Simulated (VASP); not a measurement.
Write the native input for VASP 6.6.1 that does the following.

- Task: single point
- Functional: r2SCAN
- Potentials or basis: VASP PAW PBE potentials, release 64 (Sb)
- Cutoff: 550 eV
- k mesh: 16 × 16 × 16
- Occupations: gaussian, width 0.15 eV
- Spin: no spin polarisation
- Dipole correction: no
- Further INCAR settings: ALGO = Normal; EDIFF = 1e-06; NBANDS = 8

Crystal: Sb.

```
Sb
1.0
     3.31779   -0.66356   -0.66356
    -0.66356    3.31779   -0.66356
    -0.66356   -0.66356    3.31779
Sb
1
Cartesian
  0.0000 0.0000 0.0000
```

This cell differs from its parent crystal: ratio of the length along [111] to the lengths across it x 0.5, volume and fractional coordinates fixed.

These files were run (other wordings do the same):

POSCAR

```
Sb
1.0
    3.3177920981     -0.6635584196     -0.6635584196
   -0.6635584196      3.3177920981     -0.6635584196
   -0.6635584196     -0.6635584196      3.3177920981
Sb
1
Direct
    0.0000000000      0.0000000000      0.0000000000
```

INCAR.step1

```
ALGO     = Normal         # electronic algorithm
EDIFF    = 1E-5           # SCF threshold, eV
ENCUT    = 550            # plane-wave cutoff, eV
GGA      = PE             # functional
GGA_COMPAT= F            
ISMEAR   = 0              # smearing method
LASPH    = T              # aspherical terms in the spheres
LCHARG   = F              # write CHGCAR
LREAL    = F              # projectors in reciprocal space
LWAVE    = T              # write WAVECAR
NBANDS   = 8              # bands
NELM     = 120            # most SCF steps
PREC     = Accurate       # precision mode
SIGMA    = 0.15           # smearing width, eV
```

INCAR.step2

```
ALGO     = Normal         # electronic algorithm
EDIFF    = 1E-6           # SCF threshold, eV
ENCUT    = 550            # plane-wave cutoff, eV
GGA_COMPAT= F            
ISIF     = 2              # what is computed and relaxed
ISMEAR   = 0              # smearing method
ISTART   = 1            
LASPH    = T              # aspherical terms in the spheres
LCHARG   = F              # write CHGCAR
LMIXTAU  = T            
LREAL    = F              # projectors in reciprocal space
LWAVE    = F              # write WAVECAR
METAGGA  = R2SCAN         # meta-GGA
NBANDS   = 8              # bands
NELM     = 120            # most SCF steps
PREC     = Accurate       # precision mode
SIGMA    = 0.15           # smearing width, eV
```

KPOINTS

```
k-points
0
Gamma
  16 16 16
```

Potentials or basis: VASP PAW PBE potentials, release 64 (Sb).

The run is started by

```console
$ cat potpaw_PBE.64/Sb/POTCAR > POTCAR
$ cp INCAR.step1 INCAR
$ mpirun -np 1 vasp_std > vasp.out
$ cp INCAR.step2 INCAR
$ mpirun -np 1 vasp_std > vasp.out
```

It gave:

* Pressure: -7.0 GPa

Caveat: the PAW data sets were made with another functional, which shifts forces and pressure a little.

Run time: 64 s on 1 thread of Intel(R) Xeon(R) 6975P-C (Granite Rapids) (shared host), peak memory 0.18 GiB.
